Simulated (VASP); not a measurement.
A run of VASP 6.6.1 is set up as follows.

File POSCAR:

```
FeSi16
1.0
    0.0000000000      5.4437023800     -5.4437023800
    5.4437023800      5.4437023800      0.0000000000
    5.4437023800      0.0000000000     -5.4437023800
Si Fe
16 1
Direct
    0.1273635940      0.1279916592      0.1166874042
    0.1226543910      0.6282222578      0.1207977502
    0.6185300490      0.1232463594      0.1347148409
    0.6183841924      0.6235461205      0.1348074249
    0.1389031669      0.1238035170      0.6178365872
    0.1389389881      0.6194997934      0.6178095835
    0.6503428646      0.1077277851      0.6341893364
    0.6230980798      0.6278136205      0.6213790292
    0.2444595437      0.7542015917      0.2444505425
    0.2445963991      0.2567825907      0.2444729537
    0.7507311596      0.7504962092      0.2482580615
    0.7369684674      0.2495037210      0.2640423557
    0.2492688625      0.7507881979      0.7492183105
    0.2782992887      0.2453553495      0.7309904587
    0.7550088548      0.7378433315      0.7548286466
    0.7550680976      0.2523501294      0.7547394610
   -0.1011472453      0.3566913406     -0.1120378113
```

Contents of INCAR.step1:

```
PREC = Accurate
ENCUT = 520
ISMEAR = 0
SIGMA = 0.02
LREAL = Auto
LASPH = T
NELM = 150
ISPIN = 2
MAGMOM = 0 0 0 0 0 0 0 0 0 0 0 0 0 0 0 0 2.72
LMAXMIX = 4
NELECT = 71.0
NBANDS = 54
GGA = PE
ALGO = Normal
EDIFF = 1E-4
LWAVE = T
LCHARG = F
```

Contents of INCAR.step2:

```
PREC = Accurate
ENCUT = 520
EDIFF = 1E-6
ISMEAR = 0
SIGMA = 0.02
LREAL = Auto
LASPH = T
NELM = 150
ALGO = Normal
ISIF = 2
LWAVE = F
LCHARG = F
ISPIN = 2
MAGMOM = 0 0 0 0 0 0 0 0 0 0 0 0 0 0 0 0 2.72
LORBIT = 11
LMAXMIX = 4
METAGGA = R2SCAN
LMIXTAU = T
NELECT = 71.0
NBANDS = 54
ISTART = 1
```

File KPOINTS:

```
Automatic mesh
0
Gamma
  2 2 2
```

Potentials or basis: VASP PAW PBE potentials, release 64 (Si, Fe).

Run with:

```console
$ cat potpaw_PBE.64/Si/POTCAR potpaw_PBE.64/Fe/POTCAR > POTCAR
$ cp INCAR.step1 INCAR
$ mpirun -np 1 vasp_std > vasp.out
$ cp INCAR.step2 INCAR
$ mpirun -np 1 vasp_std > vasp.out
```

Question: What does it give for the site moments?

Answer: Si +0.03, -0.00, +0.01, +0.02, +0.00 (each value once); Fe +2.53 μB.

Question: Predict the net moment.

Answer: 3.00 μB per cell.

Forces on the atoms (eV/Å):
```
Si   0.003 -0.002 -0.005
Si   0.002  0.000 -0.001
Si  -0.002 -0.003  0.002
Si   0.001  0.003  0.001
Si  -0.004 -0.008  0.001
Si   0.009  0.000  0.001
Si   0.008 -0.007  0.018
Si   0.002 -0.007  0.000
Si  -0.002  0.000 -0.011
Si  -0.001  0.002 -0.008
Si  -0.002  0.002 -0.005
Si  -0.005  0.006  0.001
Si  -0.003  0.001  0.001
Si   0.008 -0.004  0.005
Si   0.003  0.019  0.004
Si  -0.013 -0.001  0.004
Fe  -0.003 -0.001 -0.009
```

Caveat: the k points lie up to 0.50 Å⁻¹ apart; the cell carries a net charge on a neutralising background, which shifts energy and pressure; the PAW data sets were made with another functional, which shifts forces and pressure a little.
